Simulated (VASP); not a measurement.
TiH:

```
CELL_PARAMETERS angstrom
0.00000 2.23500 2.23500
2.23500 0.00000 2.23500
2.23500 2.23500 0.00000
ATOMIC_POSITIONS crystal
Ti 0.00000 0.00000 0.00000
H 0.25000 0.25000 0.25000
```

- Program: VASP 6.6.1
- Task: relaxation of cell and atoms
- Functional: PBEsol
- Potentials or basis: VASP PAW PBE potentials, release 64 (Ti_sv, H)
- Cutoff: 500 eV
- k mesh: 17 × 17 × 17
- Occupations: fermi-dirac, width 0.1 eV
- Spin: no spin polarisation

At the start: pressure -12.8 GPa; volume 11.16 Å³/atom.

Question: How do energy, volume and symmetry change on relaxing?

Answer: Over 3 steps the energy falls by 56.1 meV/atom and the volume is 9.89 Å³/atom (-11.4 %); space group F-43m (No. 216, to 0.1 Å) before and after.

The path:
```tsv
step	energy change (eV)	largest force (eV/Å)	pressure (GPa)	volume (Å³)
1	0.0000	0.0000	-12.82	22.33
2	-0.1111	0.0000	1.54	19.57
3	-0.1121	0.0000	0.04	19.78
```

Final structure:
```
Ti H
1.0
     0.00000    2.14657    2.14657
     2.14657    0.00000    2.14657
     2.14657    2.14657    0.00000
Ti H
1 1
Direct
  0.00000 0.00000 0.00000
  0.25000 0.25000 0.25000
```

Caveat: the PAW data sets were made with another functional, which shifts forces and pressure a little.
